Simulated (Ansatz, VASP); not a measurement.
# Cs: VASP beside Ansatz

Contents of INCAR:

```
  ALGO = Normal
  EDIFF = 1E-7
  ENCUT = 520
  GGA = PE
  ISIF = 2
  ISMEAR = -1
  LASPH = True
  LCHARG = False
  LREAL = False
  LWAVE = False
  NBANDS = 10
  NELM = 60
  PREC = Accurate
  SIGMA = 0.05
```

File KPOINTS:

```
k-points
0
Gamma
  9 9 9
```

Contents of POSCAR:

```
Cs
1.0
   -2.9919676095      2.9919676095      2.9919676095
    2.9919676095     -2.9919676095      2.9919676095
    2.9919676095      2.9919676095     -2.9919676095
Cs
1
Direct
    0.0000000000      0.0000000000      0.0000000000
```

Input for Ansatz:

```yaml
crystal:
  lattice:
    - [-2.9919676095, 2.9919676095, 2.9919676095]
    - [2.9919676095, -2.9919676095, 2.9919676095]
    - [2.9919676095, 2.9919676095, -2.9919676095]
  atoms:
    - { symbol: Cs, position: [0.0, 0.0, 0.0] }
kpoints:
  mp_grid: { grid: [9, 9, 9] }
scf:
  occupations: { method: fermi_dirac, width: 0.05 }
hamiltonian:
  xc: pbe
  pseudopotentials: { kind: all_electron, lapw: { basis_error: 0.001 } }
output:
  forces: true
  stress: true
  eigenvalues: true
```

Change from the starting cell: volume scaled by 0.97.

Alike in both runs: task single point; functional PBE; k mesh 9 × 9 × 9; occupations fermi-dirac, width 0.05 eV; no spin polarisation.

|  | VASP | Ansatz |
| --- | --- | --- |
| version | VASP 6.6.1 | Ansatz 0.2.0 |
| potentials or method | VASP PAW PBE potentials, release 64 (Cs_sv), cutoff 520 eV | all-electron LAPW, scalar-relativistic |

```tsv
	VASP	Ansatz	Ansatz less VASP
pressure (GPa)	0.2	0.2	+0.01
```

Ansatz ran all-electron here, and VASP with PAW potentials.

Neither program's run includes spin-orbit coupling.
